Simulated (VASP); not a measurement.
Input of a VASP 6.6.1 run:

File INCAR:

```
PREC = Accurate
ENCUT = 520
EDIFF = 1E-7
ISMEAR = 0
SIGMA = 0.01
LREAL = F
LASPH = T
NELM = 60
ALGO = Normal
ISIF = 2
LWAVE = F
LCHARG = T
GGA = PE
LELF = T
LVHAR = T
NBANDS = 36
```

KPOINTS

```
regular mesh
0
Gamma
  3 3 2
```

POSCAR

```
BN
1.0
    3.7325156433      2.1549689100      0.0000000000
   -3.7325156433      2.1549689100      0.0000000000
    0.0000000000      0.0000000000      6.4954828750
B N
6 6
Direct
    0.0000000000      0.6666666700      0.2500000000
    0.3333333300      0.3333333300      0.2500000000
    0.6666666700      0.0000000000      0.2500000000
    0.0000000000      0.3333333300      0.7500000000
    0.3333333300      0.0000000000      0.7500000000
    0.6666666700      0.6666666700      0.7500000000
    0.0000000000      0.6666666700      0.7500000000
    0.3333333300      0.3333333300      0.7500000000
    0.6666666700      0.0000000000      0.7500000000
    0.0000000000      0.3333333300      0.2500000000
    0.3333333300      0.0000000000      0.2500000000
    0.6666666700      0.6666666700      0.2500000000
```

Potentials or basis: VASP PAW PBE potentials, release 64 (B, N).

The run is started by

```bash
$ cat potpaw_PBE.64/B/POTCAR potpaw_PBE.64/N/POTCAR > POTCAR
$ mpirun -np 1 vasp_std > vasp.out
```

Task: What does it give for the band gap on the k mesh?

Result: 4.40 eV.

Task: What does it give for the pressure?

Result: 8.7 GPa.

Stress tensor (GPa, compression positive):
```
11.35  0.00  0.00
 0.00 11.35  0.00
 0.00  0.00  3.51
```

Caveat: the k points lie up to 0.56 Å⁻¹ apart; this functional lacks dispersion, which binds the layers, so the pressure and a relaxed spacing across them are unreliable. As with any semilocal functional, this PBE gap is likely too small.
